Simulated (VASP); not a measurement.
# BiW (P-6m2) in VASP: relaxation of cell and atoms with PBE

Aim: the relaxation of cell and atoms of BiW with PBE.

Program: VASP 6.6.1. These are calculated values, not measurements. Logs are shortened: lines on timing, memory, paths and dates and some standing lists are left out, and cuts for length are marked.

## (1) The cell of the first run

Symmetry: P-6m2, No. 187, hexagonal system. Conventional cell: a = 3.372 Å, b = 3.372 Å, c = 4.282 Å, α = 90.00°, β = 90.00°, γ = 120.00°. Bi (site symmetry -6m2) has 6 W at 2.89 Å and 6 Bi at 3.37 Å within 3.8 Å. W (site symmetry -6m2) has 6 Bi at 2.89 Å and 6 W at 3.37 Å within 3.8 Å.

## (2) Relaxation of cell and atoms, PBE

Contents of INCAR:

```
  PREC = Accurate
  ENCUT = 600
  EDIFF = 1E-7
  ISMEAR = 0
  SIGMA = 0.1
  LREAL = F
  LASPH = T
  NELM = 100
  ALGO = Fast
  ISIF = 3
  LWAVE = F
  LCHARG = F
  GGA = PE
  IBRION = 2
  NSW = 100
  EDIFFG = -0.01
```

Contents of KPOINTS:

```
Automatic mesh
0
Gamma
  18 18 14
```

Contents of POSCAR:

```
BiW
1.0
    3.3724850377      0.0000000000      0.0000000000
   -1.6862425189      2.9206577165      0.0000000000
    0.0000000000      0.0000000000      4.2824956519
Bi W
1 1
Direct
    0.6666666667      0.3333333333      0.0000000000
    0.0000000000      0.0000000000      0.5000000000
```

Potentials or basis: VASP PAW PBE potentials, release 64 (Bi_d, W_sv).

The run is started by

```
> cat potpaw_PBE.64/Bi_d/POTCAR potpaw_PBE.64/W_sv/POTCAR > POTCAR
> mpirun -np 1 vasp_std > vasp.out
```

OUTCAR:

```text
PREC = Accurate
   ENCUT = 600
   EDIFF = 1E-7
   ISMEAR = 0
   LREAL = F
   LASPH = T
   NELM = 100
   ISIF = 3
   GGA = PE
   IBRION = 2
   NSW = 100
   EDIFFG = -0.01

 ion  position               nearest neighbor table
   1  0.667  0.333  0.000-   2 2.89   2 2.89   2 2.89   2 2.89   2 2.89   2 2.89
   2  0.000  0.000  0.500-   1 2.89   1 2.89   1 2.89   1 2.89   1 2.89   1 2.89

  LATTYP: Found a hexagonal cell.
 ALAT       =     3.3724850377
 C/A-ratio  =     1.2698338477

  Lattice vectors:

 A1 = (   3.3724850377,   0.0000000000,   0.0000000000)
 A2 = (  -1.6862425189,   2.9206577165,   0.0000000000)
 A3 = (   0.0000000000,   0.0000000000,   4.2824956519)

Analysis of symmetry for initial positions (statically):
=====================================================================
 Subroutine PRICEL returns:
 Original cell was already a primitive cell.

 Routine SETGRP: Setting up the symmetry group for a
 hexagonal supercell.

 Subroutine GETGRP returns: Found 12 space group operations
 (whereof 12 operations were pure point group operations)
 out of a pool of 24 trial point group operations.

The static configuration has the point symmetry D_3h.

Analysis of symmetry for dynamics (positions and initial velocities):
=====================================================================
 Subroutine PRICEL returns:
 Original cell was already a primitive cell.

 Routine SETGRP: Setting up the symmetry group for a
 hexagonal supercell.

 Subroutine GETGRP returns: Found 12 space group operations
 (whereof 12 operations were pure point group operations)
 out of a pool of 24 trial point group operations.

The dynamic configuration has the point symmetry D_3h.

 Subroutine INISYM returns: Found 12 space group operations
 (whereof 12 operations are pure point group operations),
 and found     1 'primitive' translations

----------------------------------------------------------------------------------------

                                     Primitive cell

  volume of cell :      42.1820

  direct lattice vectors                    reciprocal lattice vectors
     3.372485038  0.000000000  0.000000000     0.296517253  0.171194316  0.000000000
    -1.686242519  2.920657717  0.000000000     0.000000000  0.342388632  0.000000000
     0.000000000  0.000000000  4.282495652     0.000000000  0.000000000  0.233508702

  length of vectors
     3.372485038  3.372485038  4.282495652     0.342388632  0.342388632  0.233508702

  position of ions in fractional coordinates (direct lattice)
     0.666666667  0.333333333  0.000000000
     0.000000000  0.000000000  0.500000000

  ion indices of the primitive-cell ions
   primitive index   ion index
                 1           1
                 2           2

----------------------------------------------------------------------------------------

 KPOINTS: Automatic mesh

Automatic generation of k-mesh.
 Grid dimensions read from file:
 generate k-points for:   18   18   14

 Generating k-lattice:

  Cartesian coordinates                     Fractional coordinates (reciprocal lattice)
     0.016473181  0.009510795  0.000000000     0.055555556  0.000000000  0.000000000
     0.000000000  0.019021591  0.000000000     0.000000000  0.055555556  0.000000000
     0.000000000  0.000000000  0.016679193     0.000000000  0.000000000  0.071428571

  Length of vectors
     0.019021591  0.019021591  0.016679193

  Shift w.r.t. Gamma in fractional coordinates (k-lattice)
     0.000000000  0.000000000  0.000000000

 Subroutine IBZKPT returns following result:
 ===========================================

 Found    296 irreducible k-points:

 Following reciprocal coordinates:
            Coordinates               Weight
  0.000000  0.000000  0.000000      1.000000
  0.055556  0.000000  0.000000      6.000000
  0.111111  0.000000  0.000000      6.000000
  0.166667 -0.000000  0.000000      6.000000
  0.222222 -0.000000  0.000000      6.000000
  0.277778  0.000000  0.000000      6.000000
[... 16 lines left out ...]
  0.333333  0.111111  0.000000     12.000000
  0.388889  0.111111  0.000000     12.000000
 [... further k-points ...]
   k-points           NKPTS =    296   k-points in BZ     NKDIM =    296   number of bands    NBANDS=     18
   number of dos      NEDOS =    301   number of ions     NIONS =      2
   total plane-waves  NPLWV =  28224
   dimension x,y,z NGX =    28 NGY =   28 NGZ =   36
   dimension x,y,z NGXF=    56 NGYF=   56 NGZF=   72
   ions per type =               1   1
   NGX,Y,Z   is equivalent  to a cutoff of  13.80, 13.80, 13.98 a.u.
   NGXF,Y,Z  is equivalent  to a cutoff of  27.61, 27.61, 27.95 a.u.
 SYSTEM =  unknown system
   PREC   = accura    normal or accurate (medium, high low for compatibility)
   ISTART =      0    job   : 0-new  1-cont  2-samecut
   ICHARG =      2    charge: 1-file 2-atom 10-const
   ISPIN  =      1    spin polarized calculation?
   LNONCOLLINEAR =      F non collinear calculations
   LSORBIT =      F    spin-orbit coupling
   LASPH  =      T    aspherical Exc in radial PAW
   ENCUT  =  600.0 eV  44.10 Ry    6.64 a.u.   6.74  6.74  8.55*2*pi/ulx,y,z
   NELM   =    100;   NELMIN=  2; NELMDL= -5     # of ELM steps
   EDIFF  = 0.1E-06   stopping-criterion for ELM
   LREAL  =      F    real-space projection
   EDIFFG = -.1E-01   stopping-criterion for IOM
   NSW    =    100    number of steps for IOM
   IBRION =      2    ionic relax: 0-MD 1-quasi-New 2-CG
   NFREE  =      1    steps in history (QN), initial steepest desc. (CG)
   ISIF   =      3    stress and relaxation
   ISYM   =      2    0-nonsym 1-usesym 2-fastsym
   POTIM  = 0.5000    time-step for ionic-motion
   TEBEG  =    0.0;   TEEND  =   0.0 temperature during run
   PSTRESS=    0.0 pullay stress
   NELECT =      29.0000    total number of electrons
   NUPDOWN=      -1.0000    fix difference up-down
   EMIN   =  10.00;   EMAX   =-10.00  energy-range for DOS
   EFERMI =   0.00;   METHOD = LEGACY
   ISMEAR =     0;   SIGMA  =   0.10  broadening in eV -4-tet -1-fermi 0-gaus
   EFERMI_NEDOS =   21; number of points for ismear=-14 and -15
   IALGO  =     68    algorithm
   IMIX   =      4    mixing-type and parameters
     AMIX     =   0.40;   BMIX     =  1.00
     AMIX_MAG =   1.60;   BMIX_MAG =  1.00
  volume/ion in A,a.u.               =      21.09       142.33
  Fermi-wavevector in a.u.,A,eV,Ry     =   1.444879  2.730426 28.404566  2.087677
  Thomas-Fermi vector in A             =   2.563125
   LORBIT       =      0    0 simple, 1 ext, 2 COOP (PROOUT), +10 PAW based schemes
   GGA     = PE    functional components
   LHFCALC =     F    Hartree Fock is set to
   AEXX    =    0.0000 exact exchange contribution
   IVDW    =     0    specifies the selected vdW correction
   LEPSILON=     F    determine dielectric tensor
   LRPA    =     F    only Hartree local field effects (RPA)
 conjugate gradient relaxation of ions
 non-spin polarized calculation
 RMM-DIIS sequential band-by-band and
 Gauss-broadening in eV      SIGMA  =   0.10
  energy-cutoff  :      600.00
  volume of cell :       42.18
 maximum number of plane-waves:      1434
 NGX is ok and might be reduce to    28
   NGX = 13   NGY = 13   NGZ = 17

--------------------------------------- Ionic step        1  -------------------------------------------

 number of electron      29.0000004 magnetization

 Free energy of the ion-electron system (eV)
  ---------------------------------------------------
  ext. energy  EPLUGINS =         0.00000000
  ---------------------------------------------------
  free energy    TOTEN  =       -14.31112157 eV

  energy without entropy =      -14.30110811  energy(sigma->0) =      -14.30611484

------------------------ aborting loop because EDIFF is reached ----------------------------------------

  FORCE on cell =-STRESS in cart. coord.  units (eV):
  Direction    XX          YY          ZZ          XY          YZ          ZX
  --------------------------------------------------------------------------------------
  -------------------------------------------------------------------------------------
  Total        0.0017615      0.0017615      0.1669690     -0.0000000      0.0000000      0.0000000
  in kB        0.0669074      0.0669074      6.3418901     -0.0000000      0.0000000      0.0000000
  external PRESSURE =       2.1585683 kB  Pullay stress =       0.0000000 kB

 VOLUME and BASIS-vectors are now :
 -----------------------------------------------------------------------------
  energy-cutoff  :      600.00
  volume of cell :       42.18
      direct lattice vectors                 reciprocal lattice vectors
     3.372485038  0.000000000  0.000000000     0.296517253  0.171194316  0.000000000
    -1.686242519  2.920657717  0.000000000     0.000000000  0.342388632  0.000000000
     0.000000000  0.000000000  4.282495652     0.000000000  0.000000000  0.233508702
[... 73 lines left out ...]
 POSITION                                       TOTAL-FORCE (eV/Angst)
 -----------------------------------------------------------------------------------
      1.68628      0.97358      4.29263         0.000000      0.000000      0.000000
      0.00000      0.00000      2.14632        -0.000000      0.000000      0.000000
 -----------------------------------------------------------------------------------
    total drift:                               -0.000000      0.000000      0.000000

  FREE ENERGIE OF THE ION-ELECTRON SYSTEM (eV)
  ---------------------------------------------------
  free  energy   TOTEN  =       -14.3113142240 eV

  energy  without entropy=      -14.3014360037  energy(sigma->0) =      -14.30637511

--------------------------------------- Ionic step        4  -------------------------------------------

 number of electron      29.0000003 magnetization

 Free energy of the ion-electron system (eV)
  ---------------------------------------------------
  ext. energy  EPLUGINS =         0.00000000
  ---------------------------------------------------
  free energy    TOTEN  =       -14.31145182 eV

  energy without entropy =      -14.30178650  energy(sigma->0) =      -14.30661916

 E-fermi :  10.6316     XC(G=0): -12.1289

 val. band max:       10.6298009365   @ k =   0.1667   0.1667   0.2143
 cond. band min:      10.6332301353   @ k =   0.1111   0.1111   0.5000
 fundamental gap:      0.0034291988
 Fermi energy:        10.6316169223

 k-point     1 :       0.0000    0.0000    0.0000
  band No.  band energies     occupation
      1     -63.5924      2.00000
      2     -27.8053      2.00000
      3     -27.7251      2.00000
      4     -27.7251      2.00000
      5     -12.5341      2.00000
      6     -12.5341      2.00000
[... 10 lines left out ...]
     17      13.3486      0.00000
     18      16.3705      0.00000
[... 463 lines left out ...]
 k-point    24 :       0.3889    0.1111    0.0000
  band No.  band energies     occupation
      1     -63.5856      2.00000
      2     -27.8781      2.00000
      3     -27.7864      2.00000
      4     -27.7754      2.00000
      5     -12.5817      2.00000
      6     -12.4606      2.00000
[... 10 lines left out ...]
     17      13.1974      0.00000
     18      14.6422      0.00000

 [... further k-points ...]
[... 5 lines left out ...]
  --------------------------------------------------------------------------------------
  -------------------------------------------------------------------------------------
  Total       -0.0028014     -0.0028014      0.0025956      0.0000000      0.0000000     -0.0000000
  in kB       -0.1063356     -0.1063356      0.0985236      0.0000000      0.0000000     -0.0000000
  external PRESSURE =      -0.0380492 kB  Pullay stress =       0.0000000 kB

 VOLUME and BASIS-vectors are now :
 -----------------------------------------------------------------------------
  energy-cutoff  :      600.00
  volume of cell :       42.21
      direct lattice vectors                 reciprocal lattice vectors
     3.366979624  0.000000000  0.000000000     0.297002094  0.171474239  0.000000000
    -1.683489812  2.915889888 -0.000000000    -0.000000000  0.342948478  0.000000000
    -0.000000000 -0.000000000  4.299297036    -0.000000000  0.000000000  0.232596164

 POSITION                                       TOTAL-FORCE (eV/Angst)
 -----------------------------------------------------------------------------------
      1.68349      0.97196      0.00000        -0.000000     -0.000000      0.000000
      1.68349      2.91589      2.14965         0.000000      0.000000      0.000000
 -----------------------------------------------------------------------------------
    total drift:                               -0.000000      0.000000      0.000000

  FREE ENERGIE OF THE ION-ELECTRON SYSTEM (eV)
  ---------------------------------------------------
  free  energy   TOTEN  =       -14.3114518210 eV

  energy  without entropy=      -14.3017864960  energy(sigma->0) =      -14.30661916

 reached required accuracy - stopping structural energy minimisation
```

Wall time 22 min (1 thread of Oxide Virtual Turin-like, shared host); peak memory 0.38 GiB.

What came out:

```
Free energy                           : -14.3115 eV
Relaxed volume                        : 21.10 Å³/atom
Relaxed cell                          : a = 3.367 Å, b = 3.367 Å, c = 4.299 Å, α = 90.00°, β = 90.00°, γ = 120.00°
Space group after relaxing (to 0.1 Å) : P-6m2 (No. 187)
Energy gained by relaxing             : 0.2 meV/atom
Ionic steps                           : 4
Pressure after relaxing               : 0.0 GPa
Band gap on the k mesh                : zero (an odd number of electrons rules out a gap without spin polarisation)
```

The path:
```tsv
step	energy change (eV)	largest force (eV/Å)	pressure (GPa)	volume (Å³)
1	0.0000	0.0000	0.22	42.18
2	-0.0001	0.0000	-0.45	42.36
3	-0.0002	0.0000	-0.18	42.28
4	-0.0003	0.0000	0.00	42.21
```

Final structure:
```
Bi W
1.0
     3.36698    0.00000    0.00000
    -1.68349    2.91589    0.00000
     0.00000    0.00000    4.29930
Bi W
1 1
Direct
  0.66667 0.33333 0.00000
  0.00000 0.00000 0.50000
```

Levels at points of the mesh, in eV from the Fermi level:
```csv
k point,band 11,band 12,band 13,band 14,band 15,band 16,band 17,band 18
"(0.00, 0.00, 0.00)",-3.78,-2.94,-1.27,-1.27,0.43,0.43,2.72,5.74
"(0.50, 0.00, 0.00)",-6.79,-3.89,-2.58,0.07,0.92,2.08,2.51,3.42
"(0.00, 0.00, 0.50)",-7.88,-1.41,-0.71,-0.71,-0.19,-0.19,5.51,5.51
"(0.50, 0.00, 0.50)",-5.59,-4.73,-2.02,-1.71,-0.40,1.64,2.04,3.49
```

Caveat: spin-orbit coupling is left out, which moves the levels of the heavy elements.
